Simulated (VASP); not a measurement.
A run of VASP 6.6.1 is set up as follows.

The input INCAR:

```
SYSTEM = BN
PREC = Accurate
ENCUT = 520
EDIFF = 1E-6
ISMEAR = -1
SIGMA = 0.02
LREAL = .FALSE.
LASPH = .TRUE.
NELM = 60
ALGO = Normal
ISIF = 2
LWAVE = .FALSE.
LCHARG = .TRUE.
LDIPOL = .TRUE.
IDIPOL = 3
DIPOL = 0.5 0.5 0.500
GGA = PE
LELF = .TRUE.
LVHAR = .TRUE.
LVACPOTAV = .TRUE.
NBANDS = 21
```

KPOINTS

```
Automatic mesh
0
G
  12 8 1
  0 0 0
```

Contents of POSCAR:

```
BN
1.0
    2.5630581741      0.0000000000      0.0000000000
    0.0000000000      3.6247116310      0.0000000000
    0.0000000000      0.0000000000     18.5631000000
B N
3 3
Direct
    0.2500000000      0.0843064563      0.4402900143
    0.7500000000      0.6344127657      0.4999999856
    0.2500000000      0.0843065516      0.5597099609
    0.7500000000      0.9015453098      0.4292829434
    0.2500000000      0.3938833935      0.5000000186
    0.7500000000      0.9015455231      0.5707170773
```

Potentials or basis: VASP PAW PBE potentials, release 64 (B, N).

Run with:

```bash
$ cat potpaw_PBE.64/B/POTCAR potpaw_PBE.64/N/POTCAR > POTCAR
$ mpirun -np 1 vasp_std > vasp.out
```

Problem. What does it give for the largest force?

Solution. 0.028 eV/Å.

Problem. What does it give for the band gap on the k mesh?

Solution. 0.47 eV (least direct gap 0.66 eV).

Forces in eV/Å, atoms in the order of the input:
```
B    0.000  0.003 -0.027
B    0.000 -0.008  0.000
B    0.000  0.003  0.027
N    0.000 -0.001  0.008
N    0.000  0.004  0.000
N    0.000 -0.001 -0.008
```

Caveat: semilocal functionals underestimate gaps, and a narrow one can read as zero.
